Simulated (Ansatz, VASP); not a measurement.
Given: the input of a run of VASP 6.6.1 on As.

Contents of INCAR:

```
ALGO     = Normal         # electronic algorithm
EDIFF    = 1E-6           # SCF threshold, eV
ENCUT    = 520            # plane-wave cutoff, eV
GGA      = CA             # functional
ISIF     = 2              # what is computed and relaxed
ISMEAR   = -1             # smearing method
LASPH    = T              # aspherical terms in the spheres
LCHARG   = F              # write CHGCAR
LREAL    = F              # projectors in reciprocal space
LWAVE    = F              # write WAVECAR
NBANDS   = 8              # bands
NELM     = 60             # most SCF steps
PREC     = Accurate       # precision mode
SIGMA    = 0.05           # smearing width, eV
```

Contents of KPOINTS:

```
k-points
0
Gamma
  10 10 10
```

The input POSCAR:

```
As
1.0
    2.7036817444      0.0000000000      0.0000000000
    0.0000000000      2.7036817444      0.0000000000
    0.0000000000      0.0000000000      2.7036817444
As
1
Direct
    0.5000000000      0.5000000000      0.5000000000
```

Potentials or basis: VASP PAW LDA potentials, release 64 (As).

Launch:

```sh
$ cat potpaw_LDA.64/As/POTCAR > POTCAR
$ mpirun -np 1 vasp_std > vasp.out
```

Question: Set up the same calculation for Ansatz 0.2.0. Potentials there: all-electron LAPW, scalar-relativistic.

Answer: As run (the cutoff follows the program's own potentials):

File input.yaml:

```yaml
crystal:
  lattice:
    - [2.7036817444, 0.0, 0.0]
    - [0.0, 2.7036817444, 0.0]
    - [0.0, 0.0, 2.7036817444]
  atoms:
    - { symbol: As, position: [0.5, 0.5, 0.5] }
kpoints:
  mp_grid: { grid: [10, 10, 10] }
scf:
  occupations: { method: fermi_dirac, width: 0.05 }
hamiltonian:
  xc: lda
  pseudopotentials: { kind: all_electron, lapw: { basis_error: 0.001 } }
output:
  forces: true
  stress: true
  eigenvalues: true
```

Potentials or basis: all-electron LAPW, scalar-relativistic.

Launch:

```bash
$ ansatz run input.yaml --threads 1 --pin off --max-ram 3072MiB --backend cpu --events-out ev --progress --plain --runs-dir out
```

Both were run:

|  | VASP | Ansatz | Ansatz less VASP |
| --- | --- | --- | --- |
| gap on the k mesh at the Fermi level (eV) | none | none | - |
| pressure (GPa) | -2.9 | -3.2 | -0.29 |

LDA's correlation is that of Perdew and Zunger in VASP and of Perdew and Wang (1992) in Ansatz. A gap of «none» marks a metal or a gap that the smearing closes. Ansatz ran all-electron here, and VASP with PAW potentials.
